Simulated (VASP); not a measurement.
CdSe: single point with r2SCAN

The system is CdSe.

```
Cd Se
1.0
     2.96005    2.96005    0.00000
    -2.96005    2.96005    0.00000
     0.00000    2.96005    2.96005
Cd Se
1 1
Direct
  0.00000 0.00000 0.00000
  0.75000 0.25000 0.50000
```

| Property | Result |
| --- | --- |
| Program | VASP 6.6.1 |
| Task | single point |
| Functional | r2SCAN |
| Potentials or basis | VASP PAW PBE potentials, release 64 (Cd, Se) |
| Cutoff | 520 eV |
| k mesh | 6 × 6 × 6 |
| Occupations | gaussian, width 0.01 eV |
| Spin | no spin polarisation |
| Dipole correction | no |
| Further INCAR settings | ALGO = Normal; EDIFF = 1e-06; NBANDS = 16 |

The pressure is 7.4 GPa. The band gap on the k mesh is 1.27 eV.

Levels at points of the mesh, in eV from the valence-band top:
```csv
k point,band 7,band 8,band 9,band 10,band 11,band 12
"(0.00, 0.00, 0.00)",0.00,0.00,0.00,1.27,6.46,6.46
"(0.50, 0.00, 0.00)",-4.96,-0.89,-0.89,2.97,6.93,6.93
"(0.50, 0.50, 0.00)",-4.49,-2.19,-2.19,3.30,4.21,10.16
```

Run time: 77 s on 1 thread of Intel Xeon 8259CL, on a shared host, peak memory 0.19 GiB.

Caveat: the cell stands under pressure; the PAW data sets were made with another functional, which shifts forces and pressure a little.
